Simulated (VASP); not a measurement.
# MgO in VASP: further runs

MgO is run at these levels: r2SCAN; tasks: single point.

Everything below comes from runs of VASP 6.6.1. Logs are shortened: lines on timing, memory, paths and dates and some standing lists are left out, and cuts for length are marked.

## 1. The cell of the first run

The structure is cubic, space group Fm-3m (No. 225). The conventional cell has a = 4.204 Å, b = 4.204 Å, c = 4.204 Å, α = 90.00°, β = 90.00°, γ = 90.00°. Within 2.8 Å of Mg (site symmetry m-3m) lie 6 O at 2.10 Å. Within 2.8 Å of O (site symmetry m-3m) lie 6 Mg at 2.10 Å.

## 2. Single point, r2SCAN

Contents of POSCAR:

```
MgO
1.0
    2.1021675162      2.1021675162      0.0000000000
   -2.1021675162      2.1021675162      0.0000000000
    0.0000000000      2.1021675162      2.1021675162
Mg O
1 1
Direct
    0.0000000000      0.0000000000      0.0000000000
    0.5000000000      0.5000000000      0.0000000000
```

Contents of INCAR.step1:

```
PREC = Accurate ; ENCUT = 520
ISMEAR = 0 ; SIGMA = 0.01
LREAL = False ; LASPH = True
NELM = 80 ; NBANDS = 11
GGA = PE ; ALGO = Normal
EDIFF = 1E-4 ; LWAVE = True
LCHARG = False
```

Contents of INCAR.step2:

```
PREC = Accurate ; ENCUT = 520
EDIFF = 1E-6 ; ISMEAR = 0
SIGMA = 0.01 ; LREAL = False
LASPH = True ; NELM = 80
ALGO = Normal ; ISIF = 2
LWAVE = False ; LCHARG = True
METAGGA = R2SCAN ; LMIXTAU = True
LELF = True ; LVHAR = True
NBANDS = 11 ; ISTART = 1
```

Contents of KPOINTS:

```
regular mesh
0
Gamma
  10 10 10
```

Potentials or basis: VASP PAW PBE potentials, release 64 (Mg, O).

Run with:

```bash
$ cat potpaw_PBE.64/Mg/POTCAR potpaw_PBE.64/O/POTCAR > POTCAR
$ cp INCAR.step1 INCAR
$ mpirun -np 1 vasp_std > vasp.out
$ cp INCAR.step2 INCAR
$ mpirun -np 1 vasp_std > vasp.out
```

OUTCAR:

```text
PREC = Accurate
   ENCUT = 520
   EDIFF = 1E-6
   ISMEAR = 0
   LREAL = False
   LASPH = True
   NELM = 80
   ISIF = 2
   METAGGA = R2SCAN
   ISTART = 1

 ion  position               nearest neighbor table
   1  0.000  0.000  0.000-   2 2.10   2 2.10   2 2.10   2 2.10   2 2.10   2 2.10
   2  0.500  0.500  0.000-   1 2.10   1 2.10   1 2.10   1 2.10   1 2.10   1 2.10

  LATTYP: Found a face centered cubic cell.
 ALAT       =     4.2043350324

  Lattice vectors:

 A1 = (   0.0000000000,   2.1021675162,   2.1021675162)
 A2 = (   2.1021675162,   0.0000000000,   2.1021675162)
 A3 = (   2.1021675162,   2.1021675162,   0.0000000000)

Analysis of symmetry for initial positions (statically):
=====================================================================
 Subroutine PRICEL returns:
 Original cell was already a primitive cell.

 Routine SETGRP: Setting up the symmetry group for a
 face centered cubic supercell.

 Subroutine GETGRP returns: Found 48 space group operations
 (whereof 48 operations were pure point group operations)
 out of a pool of 48 trial point group operations.

The static configuration has the point symmetry O_h .

Analysis of symmetry for dynamics (positions and initial velocities):
=====================================================================
 Subroutine PRICEL returns:
 Original cell was already a primitive cell.

 Routine SETGRP: Setting up the symmetry group for a
 face centered cubic supercell.

 Subroutine GETGRP returns: Found 48 space group operations
 (whereof 48 operations were pure point group operations)
 out of a pool of 48 trial point group operations.

The dynamic configuration has the point symmetry O_h .

 Subroutine INISYM returns: Found 48 space group operations
 (whereof 48 operations are pure point group operations),
 and found     1 'primitive' translations

----------------------------------------------------------------------------------------

                                     Primitive cell

  volume of cell :      18.5794

  direct lattice vectors                    reciprocal lattice vectors
     2.102167516  2.102167516  0.000000000     0.237849741  0.237849741 -0.237849741
    -2.102167516  2.102167516  0.000000000    -0.237849741  0.237849741 -0.237849741
     0.000000000  2.102167516  2.102167516     0.000000000  0.000000000  0.475699483

  length of vectors
     2.972913812  2.972913812  2.972913812     0.411967837  0.411967837  0.475699483

  position of ions in fractional coordinates (direct lattice)
     0.000000000  0.000000000  0.000000000
[... 83 lines left out ...]
   NFREE  =      0    steps in history (QN), initial steepest desc. (CG)
   ISIF   =      2    stress and relaxation
   ISYM   =      2    0-nonsym 1-usesym 2-fastsym
   POTIM  = 0.5000    time-step for ionic-motion
   TEBEG  =    0.0;   TEEND  =   0.0 temperature during run
   PSTRESS=    0.0 pullay stress
   NELECT =       8.0000    total number of electrons
   NUPDOWN=      -1.0000    fix difference up-down
   EMIN   =  10.00;   EMAX   =-10.00  energy-range for DOS
   EFERMI =   0.00;   METHOD = LEGACY
   ISMEAR =     0;   SIGMA  =   0.01  broadening in eV -4-tet -1-fermi 0-gaus
   EFERMI_NEDOS =   21; number of points for ismear=-14 and -15
   IALGO  =     38    algorithm
   IMIX   =      4    mixing-type and parameters
     AMIX     =   0.40;   BMIX     =  1.00
     AMIX_MAG =   1.60;   BMIX_MAG =  1.00
  volume/ion in A,a.u.               =       9.29        62.69
  Fermi-wavevector in a.u.,A,eV,Ry     =   1.236215  2.336109 20.792814  1.528229
  Thomas-Fermi vector in A             =   2.370833
   LORBIT       =      0    0 simple, 1 ext, 2 COOP (PROOUT), +10 PAW based schemes
   METAGGA = R2SCAN    functional components
   LHFCALC =     F    Hartree Fock is set to
   AEXX    =    0.0000 exact exchange contribution
   IVDW    =     0    specifies the selected vdW correction
   LEPSILON=     F    determine dielectric tensor
   LRPA    =     F    only Hartree local field effects (RPA)
 non-spin polarized calculation
 Gauss-broadening in eV      SIGMA  =   0.01
  energy-cutoff  :      520.00
  volume of cell :       18.58
 maximum number of plane-waves:       531
 NGX is ok and might be reduce to    24
   NGX = 11   NGY = 11   NGZ = 11

 number of electron       8.0000004 magnetization

 Free energy of the ion-electron system (eV)
  ---------------------------------------------------
  ext. energy  EPLUGINS =         0.00000000
  ---------------------------------------------------
  free energy    TOTEN  =       -16.16111286 eV

  energy without entropy =      -16.16111286  energy(sigma->0) =      -16.16111286

 E-fermi :   2.9679     XC(G=0): -11.6234

 val. band max:        2.8163864688   @ k =   0.0000   0.0000   0.0000
 cond. band min:       8.4763492705   @ k =   0.0000   0.0000   0.0000
 fundamental gap:      5.6599628017
 Fermi energy:         2.9679484554

 k-point     1 :       0.0000    0.0000    0.0000
  band No.  band energies     occupation
      1     -15.4125      2.00000
      2       2.8164      2.00000
      3       2.8164      2.00000
      4       2.8164      2.00000
      5       8.4763      0.00000
      6      19.6823      0.00000
      7      19.6823      0.00000
      8      19.6823      0.00000
      9      23.8436      0.00000
     10      25.6170      0.00000
     11      25.6170      0.00000
[... 309 lines left out ...]
 k-point    24 :       0.4000    0.3000    0.0000
  band No.  band energies     occupation
      1     -13.9213      2.00000
      2      -0.7613      2.00000
      3       0.1341      2.00000
      4       1.7425      2.00000
      5      13.9617      0.00000
      6      16.0877      0.00000
      7      16.6410      0.00000
      8      21.9642      0.00000
      9      22.7724      0.00000
     10      28.1918      0.00000
     11      31.7926      0.00000

 [... further k-points ...]
[... 5 lines left out ...]
  --------------------------------------------------------------------------------------
  -------------------------------------------------------------------------------------
  Total       -0.1318545     -0.1318545     -0.1318545      0.0000000      0.0000000     -0.0000000
  in kB      -11.3703426    -11.3703426    -11.3703426      0.0000000      0.0000000     -0.0000000
  external PRESSURE =     -11.3703426 kB  Pullay stress =       0.0000000 kB

 VOLUME and BASIS-vectors are now :
 -----------------------------------------------------------------------------
  energy-cutoff  :      520.00
  volume of cell :       18.58
      direct lattice vectors                 reciprocal lattice vectors
     2.102167516  2.102167516  0.000000000     0.237849741  0.237849741 -0.237849741
    -2.102167516  2.102167516  0.000000000    -0.237849741  0.237849741 -0.237849741
     0.000000000  2.102167516  2.102167516     0.000000000  0.000000000  0.475699483

 POSITION                                       TOTAL-FORCE (eV/Angst)
 -----------------------------------------------------------------------------------
      0.00000      0.00000      0.00000        -0.000000      0.000000      0.000000
      0.00000      2.10217      0.00000         0.000000     -0.000000      0.000000
 -----------------------------------------------------------------------------------
    total drift:                                0.000000     -0.000000     -0.000000

  FREE ENERGIE OF THE ION-ELECTRON SYSTEM (eV)
  ---------------------------------------------------
  free  energy   TOTEN  =       -16.1611128593 eV

  energy  without entropy=      -16.1611128593  energy(sigma->0) =      -16.16111286
```

OUTCAR.step1:

```text
PREC = Accurate
   ENCUT = 520
   ISMEAR = 0
   LREAL = False
   LASPH = True
[... 558 lines left out ...]
      0.00000      0.00000      0.00000         0.000000      0.000000      0.000000
      0.00000      2.10217      0.00000        -0.000000     -0.000000      0.000000
 -----------------------------------------------------------------------------------
    total drift:                                0.000000     -0.000000     -0.000000

  FREE ENERGIE OF THE ION-ELECTRON SYSTEM (eV)
  ---------------------------------------------------
  free  energy   TOTEN  =       -11.9025862113 eV

  energy  without entropy=      -11.9025862113  energy(sigma->0) =      -11.90258621
```

OSZICAR.step1:

```text
N       E                     dE             d eps       ncg     rms          rms(c)
DAV:   1     0.128483539820E+02    0.12848E+02   -0.47460E+03  1210   0.649E+02
DAV:   2    -0.129441714506E+02   -0.25793E+02   -0.25002E+02  1219   0.137E+02
DAV:   3    -0.134626288981E+02   -0.51846E+00   -0.51796E+00  1240   0.163E+01
DAV:   4    -0.134640037160E+02   -0.13748E-02   -0.13748E-02  1130   0.931E-01
DAV:   5    -0.134640081477E+02   -0.44317E-05   -0.44317E-05  1115   0.525E-02    0.722E+00
DAV:   6    -0.119193017091E+02    0.15447E+01   -0.87308E+00  1079   0.163E+01    0.221E+00
DAV:   7    -0.119080835389E+02    0.11218E-01   -0.54088E-02  1136   0.209E+00    0.134E+00
DAV:   8    -0.119029692443E+02    0.51143E-02   -0.27333E-02  1079   0.186E+00    0.236E-01
DAV:   9    -0.119025934130E+02    0.37583E-03   -0.58776E-04  1148   0.168E-01    0.132E-01
DAV:  10    -0.119025862113E+02    0.72017E-05   -0.50796E-04  1094   0.165E-01
   1 F= -.11902586E+02 E0= -.11902586E+02  d E =-.185571E-88
```

Wall time 28 s (1 thread of Intel Xeon 8259CL, shared host); peak memory 0.15 GiB.

Results:

```
Free energy            : -16.1611 eV
Pressure               : -1.1 GPa
Band gap on the k mesh : 5.66 eV
```

Levels at points of the mesh, in eV from the valence-band top:
```csv
k point,band 1,band 2,band 3,band 4,band 5,band 6,band 7,band 8
"(0.00, 0.00, 0.00)",-18.23,0.00,0.00,0.00,5.66,16.87,16.87,16.87
"(0.50, 0.00, 0.00)",-16.97,-4.64,-0.68,-0.68,8.84,13.87,17.48,17.48
"(0.50, 0.50, 0.00)",-16.72,-4.12,-1.38,-1.38,10.04,11.12,14.35,20.46
```

Caveat: the PAW data sets were made with another functional, which shifts forces and pressure a little.

## 3. Single point, r2SCAN (in-plane strain -0.02, then relaxed in part)

Contents of POSCAR:

```
MgO
1.0
    2.0601241659      2.0601241659      0.0000000000
   -2.0601241659      2.0601241659      0.0000000000
    0.0000000000      2.0601241659      2.1292978572
Mg O
1 1
Direct
    0.0000000000      0.0000000000      0.0000000000
    0.5000000000      0.5000000000      0.0000000000
```

Contents of INCAR.step1:

```
SYSTEM = MgO
  PREC = Accurate
  ENCUT = 520
  ISMEAR = 0
  SIGMA = 0.01
  LREAL = .FALSE.
  LASPH = .TRUE.
  NELM = 100
  NBANDS = 11
  GGA = PE
  ALGO = Normal
  EDIFF = 1E-4
  LWAVE = .TRUE.
  LCHARG = .FALSE.
```

Contents of INCAR.step2:

```
SYSTEM = MgO
  PREC = Accurate
  ENCUT = 520
  EDIFF = 1E-7
  ISMEAR = 0
  SIGMA = 0.01
  LREAL = .FALSE.
  LASPH = .TRUE.
  NELM = 100
  ALGO = Normal
  ISIF = 2
  LWAVE = .FALSE.
  LCHARG = .FALSE.
  METAGGA = R2SCAN
  LMIXTAU = .TRUE.
  NBANDS = 11
  ISTART = 1
```

Contents of KPOINTS:

```
regular mesh
0
G
  10 10 10
  0 0 0
```

Potentials or basis: VASP PAW PBE potentials, release 64 (Mg, O).

Run with:

```bash
$ cat potpaw_PBE.64/Mg/POTCAR potpaw_PBE.64/O/POTCAR > POTCAR
$ cp INCAR.step1 INCAR
$ mpirun -np 1 vasp_std > vasp.out
$ cp INCAR.step2 INCAR
$ mpirun -np 1 vasp_std > vasp.out
```

It took 72 s on 1 thread of Intel Xeon 8259CL, shared host; peak memory 0.16 GiB.

It converged, with:

```
Free energy            : -16.1465 eV
Pressure               : 4.1 GPa
Band gap on the k mesh : 5.89 eV
```

Stress tensor (GPa, compression positive):
```
 6.76  0.00  0.00
 0.00  6.76  0.00
 0.00  0.00 -1.15
```

Levels at points of the mesh, in eV from the valence-band top:
| k point | band 1 | band 2 | band 3 | band 4 | band 5 | band 6 | band 7 | band 8 |
| --- | --- | --- | --- | --- | --- | --- | --- | --- |
| (0.00, 0.00, 0.00) | -18.42 | -0.06 | -0.06 | 0.00 | 5.89 | 16.76 | 17.12 | 17.12 |
| (0.50, 0.00, 0.00) | -17.08 | -4.80 | -0.79 | -0.72 | 8.97 | 14.15 | 17.38 | 18.14 |
| (0.50, 0.50, 0.00) | -16.79 | -4.24 | -1.62 | -1.41 | 9.93 | 11.38 | 14.77 | 20.39 |
| (0.00, 0.00, 0.50) | -16.89 | -4.36 | -1.36 | -1.36 | 10.28 | 11.46 | 14.32 | 21.13 |

Caveat: the cell differs from its parent crystal (in-plane strain -0.02, then relaxed in part); the cell stands under pressure; the PAW data sets were made with another functional, which shifts forces and pressure a little.

## 4. Single point, r2SCAN (in-plane strain -0.02)

Edit POSCAR of step 3 so:

```diff
@@ -4,3 +4,3 @@
    -2.0601241659      2.0601241659      0.0000000000
-    0.0000000000      2.0601241659      2.1292978572
+    0.0000000000      2.0601241659      2.1273935264
 Mg O
```

Contents of INCAR.step1:

```
SYSTEM = MgO
PREC = Accurate
ENCUT = 520
ISMEAR = 0
SIGMA = 0.01
LREAL = .FALSE.
LASPH = .TRUE.
NELM = 60
NBANDS = 11
GGA = PE
ALGO = Normal
EDIFF = 1E-4
LWAVE = .TRUE.
LCHARG = .FALSE.
```

Contents of INCAR.step2:

```
SYSTEM = MgO
PREC = Accurate
ENCUT = 520
EDIFF = 1E-7
ISMEAR = 0
SIGMA = 0.01
LREAL = .FALSE.
LASPH = .TRUE.
NELM = 60
ALGO = Normal
ISIF = 2
LWAVE = .FALSE.
LCHARG = .FALSE.
METAGGA = R2SCAN
LMIXTAU = .TRUE.
NBANDS = 11
ISTART = 1
```

KPOINTS is that of step 3.

Run with:

```bash
$ cat potpaw_PBE.64/Mg/POTCAR potpaw_PBE.64/O/POTCAR > POTCAR
$ cp INCAR.step1 INCAR
$ mpirun -np 1 vasp_std > vasp.out
$ cp INCAR.step2 INCAR
$ mpirun -np 1 vasp_std > vasp.out
```

It took 80 s on 1 thread of Intel Xeon 8259CL, shared host; peak memory 0.16 GiB.

Results (log left out):

```yaml
Free_energy: -16.1466 eV
Pressure: 4.3 GPa
Band_gap_on_the_k_mesh: 5.91 eV
```

Stress tensor (GPa, compression positive):
```
 6.85  0.00  0.00
 0.00  6.85  0.00
 0.00  0.00 -0.89
```

Levels at points of the mesh, in eV from the valence-band top:
| k point | band 1 | band 2 | band 3 | band 4 | band 5 | band 6 | band 7 | band 8 | band 9 |
| --- | --- | --- | --- | --- | --- | --- | --- | --- | --- |
| (0.00, 0.00, 0.00) | -18.42 | -0.06 | -0.06 | 0.00 | 5.91 | 16.77 | 17.12 | 17.12 | 21.25 |
| (0.50, 0.00, 0.00) | -17.08 | -4.80 | -0.79 | -0.72 | 8.98 | 14.16 | 17.40 | 18.14 | 22.86 |
| (0.50, 0.50, 0.00) | -16.79 | -4.24 | -1.61 | -1.41 | 9.93 | 11.39 | 14.78 | 20.42 | 21.10 |
| (0.00, 0.00, 0.50) | -16.89 | -4.36 | -1.37 | -1.37 | 10.27 | 11.47 | 14.34 | 21.14 | 21.14 |

Caveat: the cell differs from its parent crystal (in-plane strain -0.02); the cell stands under pressure; the PAW data sets were made with another functional, which shifts forces and pressure a little.

(Continued in part 2 of 2.)
